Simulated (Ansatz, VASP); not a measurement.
W in VASP and in Ansatz

```
W
1.0
     0.00000    2.03000    1.98940
     2.03000    0.00000    1.98940
     2.03000    2.03000    0.00000
W
1
Direct
  0.00000 0.00000 0.00000
```

Change from the starting cell: zz strain of -2 %, PAW files.

Alike in both runs: task electric field gradients; functional PBEsol; k mesh 14 × 14 × 14; occupations fermi-dirac, width 0.05 eV; no spin polarisation.

```csv
,VASP,Ansatz
version,VASP 6.6.1,Ansatz 0.2.0
potentials or method,"VASP PAW PBE potentials, release 64 (W_sv)","PAW with Ansatz's default frozen-core files, scalar-relativistic"
plane-wave cutoff (eV),520,420
valence electrons in the cell,14,14
```

VASP gave:

| Property | Result |
| --- | --- |
| pressure (GPa) | -6.9 |
| traceless stress, the component that is largest in VASP (GPa) | -4.51 |
| size of Vzz on the site where it differs most (V/Å²) | 13.3 |

Question: Which values does Ansatz return?

Answer: Pressure (GPa): -7.4; traceless stress, the component that is largest in VASP (GPa): -4.49; size of Vzz on the site where it differs most (V/Å²): 12.0.

VASP's potentials were made for PBE, not for PBEsol.

Spin-orbit coupling is off throughout.
